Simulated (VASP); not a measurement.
# AlN (P6_3mc) in VASP: further runs

Runs on AlN. Level: PBE. Tasks: single point.

Everything below comes from runs of VASP 6.6.1. Logs are shortened: lines on timing, memory, paths and dates and some standing lists are left out, and cuts for length are marked.

### Step 1. The cell of the first run

Symmetry: P6_3mc, No. 186, hexagonal system. The conventional cell has a = 3.130 Å, b = 3.130 Å, c = 5.018 Å, α = 90.00°, β = 90.00°, γ = 120.00°. Al (site symmetry 3m) has 4 N at 1.90 to 1.91 Å within 2.5 Å. N (site symmetry 3m) has 4 Al at 1.90 to 1.91 Å within 2.5 Å.

### Step 2. Single point, PBE

Contents of INCAR:

```
SYSTEM = AlN
PREC = Accurate
ENCUT = 520
EDIFF = 1E-7
ISMEAR = 0
SIGMA = 0.02
LREAL = .False.
LASPH = .True.
NELM = 60
ALGO = Normal
ISIF = 2
LWAVE = .False.
LCHARG = .True.
GGA = PE
LELF = .True.
LVHAR = .True.
NBANDS = 16
```

Contents of KPOINTS:

```
Automatic mesh
0
Gamma
  12 12 6
  0 0 0
```

Contents of POSCAR:

```
AlN
1.0
    3.1302084203      0.0000000000      0.0000000000
   -1.5651042102      2.7108400111      0.0000000000
    0.0000000000      0.0000000000      5.0180433215
Al N
2 2
Direct
    0.6666666667      0.3333333333      0.4992342258
    0.3333333333      0.6666666667      0.9992342258
    0.6666666667      0.3333333333      0.8807657742
    0.3333333333      0.6666666667      0.3807657742
```

Potentials or basis: VASP PAW PBE potentials, release 64 (Al, N).

Run with:

```sh
$ cat potpaw_PBE.64/Al/POTCAR potpaw_PBE.64/N/POTCAR > POTCAR
$ mpirun -np 1 vasp_std > vasp.out
```

OUTCAR:

```text
SYSTEM = AlN
   PREC = Accurate
   ENCUT = 520
   EDIFF = 1E-7
   ISMEAR = 0
   LREAL = .False.
   LASPH = .True.
   NELM = 60
   ISIF = 2
   GGA = PE

 ion  position               nearest neighbor table
   1  0.667  0.333  0.499-   4 1.90   4 1.90   4 1.90   3 1.91   2 3.09   2 3.09   2 3.09   2 3.09
                             2 3.09   2 3.09
   2  0.333  0.667  0.999-   3 1.90   3 1.90   3 1.90   4 1.91   1 3.09   1 3.09   1 3.09   1 3.09
                             1 3.09   1 3.09
   3  0.667  0.333  0.881-   2 1.90   2 1.90   2 1.90   1 1.91
   4  0.333  0.667  0.381-   1 1.90   1 1.90   1 1.90   2 1.91

  LATTYP: Found a hexagonal cell.
 ALAT       =     3.1302084203
 C/A-ratio  =     1.6031019816

  Lattice vectors:

 A1 = (   3.1302084203,   0.0000000000,   0.0000000000)
 A2 = (  -1.5651042102,   2.7108400111,   0.0000000000)
 A3 = (   0.0000000000,   0.0000000000,   5.0180433215)

Analysis of symmetry for initial positions (statically):
=====================================================================
 Subroutine PRICEL returns:
 Original cell was already a primitive cell.

 Routine SETGRP: Setting up the symmetry group for a
 hexagonal supercell.

 Subroutine GETGRP returns: Found 12 space group operations
 (whereof  6 operations were pure point group operations)
 out of a pool of 24 trial point group operations.

The static configuration has the point symmetry C_3v.
 The point group associated with its full space group is C_6v.

Analysis of symmetry for dynamics (positions and initial velocities):
=====================================================================
 Subroutine PRICEL returns:
 Original cell was already a primitive cell.

 Routine SETGRP: Setting up the symmetry group for a
 hexagonal supercell.

 Subroutine GETGRP returns: Found 12 space group operations
 (whereof  6 operations were pure point group operations)
 out of a pool of 24 trial point group operations.

The dynamic configuration has the point symmetry C_3v.
 The point group associated with its full space group is C_6v.

 Subroutine INISYM returns: Found 12 space group operations
 (whereof  6 operations are pure point group operations),
 and found     1 'primitive' translations

----------------------------------------------------------------------------------------

                                     Primitive cell

  volume of cell :      42.5806

  direct lattice vectors                    reciprocal lattice vectors
     3.130208420  0.000000000  0.000000000     0.319467545  0.184444673  0.000000000
    -1.565104210  2.710840011  0.000000000     0.000000000  0.368889346  0.000000000
     0.000000000  0.000000000  5.018043322     0.000000000  0.000000000  0.199280862

  length of vectors
     3.130208420  3.130208420  5.018043322     0.368889346  0.368889346  0.199280862

  position of ions in fractional coordinates (direct lattice)
     0.666666667  0.333333333  0.499234226
     0.333333333  0.666666667  0.999234226
     0.666666667  0.333333333  0.880765774
     0.333333333  0.666666667  0.380765774

  ion indices of the primitive-cell ions
   primitive index   ion index
                 1           1
                 2           2
                 3           3
                 4           4

----------------------------------------------------------------------------------------

 KPOINTS: Automatic mesh

Automatic generation of k-mesh.
 Grid dimensions read from file:
 generate k-points for:   12   12    6

 Generating k-lattice:

  Cartesian coordinates                     Fractional coordinates (reciprocal lattice)
     0.026622295  0.015370389  0.000000000     0.083333333  0.000000000  0.000000000
     0.000000000  0.030740779  0.000000000     0.000000000  0.083333333  0.000000000
     0.000000000  0.000000000  0.033213477     0.000000000  0.000000000  0.166666667

  Length of vectors
     0.030740779  0.030740779  0.033213477

  Shift w.r.t. Gamma in fractional coordinates (k-lattice)
     0.000000000  0.000000000  0.000000000

 Subroutine IBZKPT returns following result:
 ===========================================

 Found     76 irreducible k-points:

 Following reciprocal coordinates:
            Coordinates               Weight
  0.000000  0.000000  0.000000      1.000000
  0.083333 -0.000000  0.000000      6.000000
  0.166667 -0.000000  0.000000      6.000000
  0.250000 -0.000000  0.000000      6.000000
  0.333333 -0.000000  0.000000      6.000000
  0.416667 -0.000000  0.000000      6.000000
[... 16 lines left out ...]
  0.250000 -0.000000  0.166667     12.000000
  0.333333 -0.000000  0.166667     12.000000
 [... further k-points ...]
   k-points           NKPTS =     76   k-points in BZ     NKDIM =     76   number of bands    NBANDS=     16
   number of dos      NEDOS =    301   number of ions     NIONS =      4
   total plane-waves  NPLWV =  23040
   dimension x,y,z NGX =    24 NGY =   24 NGZ =   40
   dimension x,y,z NGXF=    48 NGYF=   48 NGZF=   80
   ions per type =               2   2
   NGX,Y,Z   is equivalent  to a cutoff of  12.75, 12.75, 13.25 a.u.
   NGXF,Y,Z  is equivalent  to a cutoff of  25.49, 25.49, 26.50 a.u.
 SYSTEM =  AlN
   PREC   = accura    normal or accurate (medium, high low for compatibility)
   ISTART =      0    job   : 0-new  1-cont  2-samecut
   ICHARG =      2    charge: 1-file 2-atom 10-const
   ISPIN  =      1    spin polarized calculation?
   LNONCOLLINEAR =      F non collinear calculations
   LSORBIT =      F    spin-orbit coupling
   LASPH  =      T    aspherical Exc in radial PAW
   ENCUT  =  520.0 eV  38.22 Ry    6.18 a.u.   5.82  5.82  9.33*2*pi/ulx,y,z
   NELM   =     60;   NELMIN=  2; NELMDL= -5     # of ELM steps
   EDIFF  = 0.1E-06   stopping-criterion for ELM
   LREAL  =      F    real-space projection
   EDIFFG = 0.1E-05   stopping-criterion for IOM
   NSW    =      0    number of steps for IOM
   IBRION =     -1    ionic relax: 0-MD 1-quasi-New 2-CG
   NFREE  =      0    steps in history (QN), initial steepest desc. (CG)
   ISIF   =      2    stress and relaxation
   ISYM   =      2    0-nonsym 1-usesym 2-fastsym
   POTIM  = 0.5000    time-step for ionic-motion
   TEBEG  =    0.0;   TEEND  =   0.0 temperature during run
   PSTRESS=    0.0 pullay stress
   NELECT =      16.0000    total number of electrons
   NUPDOWN=      -1.0000    fix difference up-down
   EMIN   =  10.00;   EMAX   =-10.00  energy-range for DOS
   EFERMI =   0.00;   METHOD = LEGACY
   ISMEAR =     0;   SIGMA  =   0.02  broadening in eV -4-tet -1-fermi 0-gaus
   EFERMI_NEDOS =   21; number of points for ismear=-14 and -15
   IALGO  =     38    algorithm
   IMIX   =      4    mixing-type and parameters
     AMIX     =   0.40;   BMIX     =  1.00
     AMIX_MAG =   1.60;   BMIX_MAG =  1.00
  volume/ion in A,a.u.               =      10.65        71.84
  Fermi-wavevector in a.u.,A,eV,Ry     =   1.181347  2.232423 18.988043  1.395582
  Thomas-Fermi vector in A             =   2.317623
   LORBIT       =      0    0 simple, 1 ext, 2 COOP (PROOUT), +10 PAW based schemes
   GGA     = PE    functional components
   LHFCALC =     F    Hartree Fock is set to
   AEXX    =    0.0000 exact exchange contribution
   IVDW    =     0    specifies the selected vdW correction
   LEPSILON=     F    determine dielectric tensor
   LRPA    =     F    only Hartree local field effects (RPA)
 non-spin polarized calculation
 Gauss-broadening in eV      SIGMA  =   0.02
  energy-cutoff  :      520.00
  volume of cell :       42.58
 maximum number of plane-waves:      1170
 NGX is ok and might be reduce to    24

 number of electron      15.9999998 magnetization

 Free energy of the ion-electron system (eV)
  ---------------------------------------------------
  ext. energy  EPLUGINS =         0.00000000
  ---------------------------------------------------
  free energy    TOTEN  =       -29.78050482 eV

  energy without entropy =      -29.78050482  energy(sigma->0) =      -29.78050482

 E-fermi :   6.1336     XC(G=0): -10.8270

 val. band max:        5.9642811170   @ k =   0.0000   0.0000   0.0000
 cond. band min:      10.0075249409   @ k =   0.0000   0.0000   0.0000
 fundamental gap:      4.0432438240
 Fermi energy:         6.1335923345

 k-point     1 :       0.0000    0.0000    0.0000
  band No.  band energies     occupation
      1      -9.1031      2.00000
      2      -7.0204      2.00000
      3       0.0588      2.00000
      4       5.1192      2.00000
      5       5.1192      2.00000
      6       5.7618      2.00000
[... 8 lines left out ...]
     15      18.9297      0.00000
     16      18.9297      0.00000

 k-point     2 :       0.0833   -0.0000    0.0000
  band No.  band energies     occupation
      1      -9.0165      2.00000
      2      -6.9713      2.00000
      3       0.1626      2.00000
      4       4.7107      2.00000
      5       5.0045      2.00000
      6       5.3465      2.00000
[... 8 lines left out ...]
     15      18.9476      0.00000
     16      19.0074      0.00000

 k-point     3 :       0.1667   -0.0000    0.0000
  band No.  band energies     occupation
      1      -8.7642      2.00000
      2      -6.8373      2.00000
      3       0.4687      2.00000
      4       3.7158      2.00000
      5       4.4748      2.00000
      6       4.7343      2.00000
[... 8 lines left out ...]
     15      18.1897      0.00000
     16      18.6482      0.00000

 k-point     4 :       0.2500   -0.0000    0.0000
  band No.  band energies     occupation
      1      -8.3717      2.00000
      2      -6.6599      2.00000
      3       0.9584      2.00000
      4       2.5580      2.00000
      5       3.5218      2.00000
      6       4.4234      2.00000
[... 8 lines left out ...]
     15      17.8727      0.00000
     16      19.1089      0.00000
[... 324 lines left out ...]
 k-point    22 :       0.1667   -0.0000    0.1667
  band No.  band energies     occupation
      1      -8.6653      2.00000
      2      -7.0144      2.00000
      3       0.7607      2.00000
      4       3.7794      2.00000
      5       4.2470      2.00000
      6       4.7905      2.00000
[... 8 lines left out ...]
     15      18.2996      0.00000
     16      18.7482      0.00000

 k-point    23 :       0.2500   -0.0000    0.1667
  band No.  band energies     occupation
      1      -8.2801      2.00000
      2      -6.8082      2.00000
      3       1.0983      2.00000
      4       2.7162      2.00000
      5       3.3503      2.00000
      6       4.4886      2.00000
[... 8 lines left out ...]
     15      18.1487      0.00000
     16      19.1649      0.00000

 k-point    24 :       0.3333   -0.0000    0.1667
  band No.  band energies     occupation
      1      -7.8116      2.00000
      2      -6.6200      2.00000
      3       1.1236      2.00000
      4       2.0703      2.00000
      5       2.6720      2.00000
      6       4.2244      2.00000
[... 8 lines left out ...]
     15      18.1876      0.00000
     16      20.0824      0.00000

 [... further k-points ...]

------------------------ aborting loop because EDIFF is reached ----------------------------------------

  FORCE on cell =-STRESS in cart. coord.  units (eV):
  Direction    XX          YY          ZZ          XY          YZ          ZX
  --------------------------------------------------------------------------------------
  -------------------------------------------------------------------------------------
  Total       -0.0750806     -0.0750806     -0.0586496      0.0000000      0.0000000     -0.0000000
  in kB       -2.8250526     -2.8250526     -2.2068050      0.0000000      0.0000000     -0.0000000
  external PRESSURE =      -2.6189701 kB  Pullay stress =       0.0000000 kB

 VOLUME and BASIS-vectors are now :
 -----------------------------------------------------------------------------
  energy-cutoff  :      520.00
  volume of cell :       42.58
      direct lattice vectors                 reciprocal lattice vectors
     3.130208420  0.000000000  0.000000000     0.319467545  0.184444673  0.000000000
    -1.565104210  2.710840011  0.000000000     0.000000000  0.368889346  0.000000000
     0.000000000  0.000000000  5.018043322     0.000000000  0.000000000  0.199280862

 POSITION                                       TOTAL-FORCE (eV/Angst)
 -----------------------------------------------------------------------------------
      1.56510      0.90361      2.50518         0.000000      0.000000      0.000307
     -0.00000      1.80723      5.01420        -0.000000      0.000000      0.000307
      1.56510      0.90361      4.41972         0.000000     -0.000000     -0.000307
     -0.00000      1.80723      1.91070        -0.000000      0.000000     -0.000307
 -----------------------------------------------------------------------------------
    total drift:                               -0.000000     -0.000000      0.000531

  FREE ENERGIE OF THE ION-ELECTRON SYSTEM (eV)
  ---------------------------------------------------
  free  energy   TOTEN  =       -29.7805048151 eV

  energy  without entropy=      -29.7805048151  energy(sigma->0) =      -29.78050482
```

Wall time 15 s (1 thread of Intel Xeon 6975P-C (Granite Rapids), shared host); peak memory 0.18 GiB.

What came out:

```
Free energy            : -29.7805 eV
Pressure               : -0.3 GPa
Band gap on the k mesh : 4.04 eV, direct
```

Levels at points of the mesh, in eV from the valence-band top:
```csv
k point,band 5,band 6,band 7,band 8,band 9,band 10,band 11,band 12
"(0.00, 0.00, 0.00)",-0.85,-0.20,-0.20,0.00,4.04,6.51,10.46,11.03
"(0.50, 0.00, 0.00)",-3.29,-2.05,-1.74,-0.68,5.76,5.76,8.02,10.14
"(0.00, 0.00, 0.50)",-0.53,-0.53,-0.53,-0.53,6.31,6.31,10.16,10.16
"(0.50, 0.00, 0.50)",-1.44,-1.44,-1.35,-1.35,5.25,5.25,9.14,9.14
```

A k mesh can miss the band edges. Expect the measured gap to be larger: semilocal functionals such as PBE lack the derivative discontinuity.

### Step 3. Single point, PBE

This run uses another cell than the first one: it holds 36 atoms, not 4.

Contents of INCAR:

```
SYSTEM = AlN
PREC     = Accurate       ! precision mode
ENCUT    = 520            ! plane-wave cutoff, eV
EDIFF    = 1E-6           ! SCF threshold, eV
ISMEAR   = 0              ! smearing method
SIGMA    = 0.01           ! smearing width, eV
LREAL    = Auto         
LASPH    = .True.         ! aspherical terms in the spheres
NELM     = 80             ! most SCF steps
ALGO     = Normal         ! electronic algorithm
ISIF     = 2              ! what is computed and relaxed
LWAVE    = .False.        ! write WAVECAR
LCHARG   = .True.         ! write CHGCAR
GGA      = PE             ! functional
LELF     = .True.         ! ELF
LVHAR    = .True.       
NBANDS   = 96             ! bands
```

Contents of KPOINTS:

```
Automatic mesh
0
Gamma
  3 3 3
  0 0 0
```

Contents of POSCAR:

```
AlN
1.0
    4.6953126305     -2.7108400111     -5.0180433215
   -4.6953126305     -2.7108400111     -5.0180433215
    0.0000000000      5.4216800223     -5.0180433215
Al N
18 18
Direct
    0.2780330358      0.2780330358      0.9446997025
    0.9446997025      0.2780330358      0.2780330358
    0.6113663692      0.9446997025      0.9446997025
    0.6113663692      0.2780330358      0.6113663692
    0.2780330358      0.9446997025      0.2780330358
    0.9446997025      0.6113663692      0.9446997025
    0.9446997025      0.9446997025      0.6113663692
    0.6113663692      0.6113663692      0.2780330358
    0.2780330358      0.6113663692      0.6113663692
    0.8891441469      0.2224774803      0.8891441469
    0.5558108136      0.2224774803      0.2224774803
    0.2224774803      0.8891441469      0.8891441469
    0.2224774803      0.2224774803      0.5558108136
    0.8891441469      0.8891441469      0.2224774803
    0.5558108136      0.5558108136      0.8891441469
    0.5558108136      0.8891441469      0.5558108136
    0.2224774803      0.5558108136      0.2224774803
    0.8891441469      0.5558108136      0.5558108136
    0.1508558531      0.1508558531      0.8175225197
    0.8175225197      0.1508558531      0.1508558531
    0.4841891864      0.8175225197      0.8175225197
    0.4841891864      0.1508558531      0.4841891864
    0.1508558531      0.8175225197      0.1508558531
    0.8175225197      0.4841891864      0.8175225197
    0.8175225197      0.8175225197      0.4841891864
    0.4841891864      0.4841891864      0.1508558531
    0.1508558531      0.4841891864      0.4841891864
    0.0953002975      0.4286336308      0.0953002975
    0.7619669642      0.4286336308      0.4286336308
    0.4286336308      0.0953002975      0.0953002975
    0.4286336308      0.4286336308      0.7619669642
    0.0953002975      0.0953002975      0.4286336308
    0.7619669642      0.7619669642      0.0953002975
    0.7619669642      0.0953002975      0.7619669642
    0.4286336308      0.7619669642      0.4286336308
    0.0953002975      0.7619669642      0.7619669642
```

Potentials or basis: VASP PAW PBE potentials, release 64 (Al, N).

Run with:

```sh
$ cat potpaw_PBE.64/Al/POTCAR potpaw_PBE.64/N/POTCAR > POTCAR
$ mpirun -np 1 vasp_std > vasp.out
```

Run time: 3 min. Hardware: 1 thread of Intel Xeon 6975P-C (Granite Rapids), shared host; peak memory 0.47 GiB.

Results (log left out):

| Item | Value |
| --- | --- |
| Free energy | -268.0287 eV |
| Pressure | -0.3 GPa |
| Band gap on the k mesh | 4.04 eV |

Stress tensor (GPa, compression positive):
```
-0.30  0.00  0.00
 0.00 -0.30  0.00
 0.00  0.00 -0.21
```

Levels at points of the mesh, in eV from the valence-band top:
```
           k point  band 69  band 70  band 71  band 72  band 73  band 74  band 75  band 76
(0.00, 0.00, 0.00)    -0.85    -0.20    -0.20     0.00     4.04     5.05     5.05     5.50
```
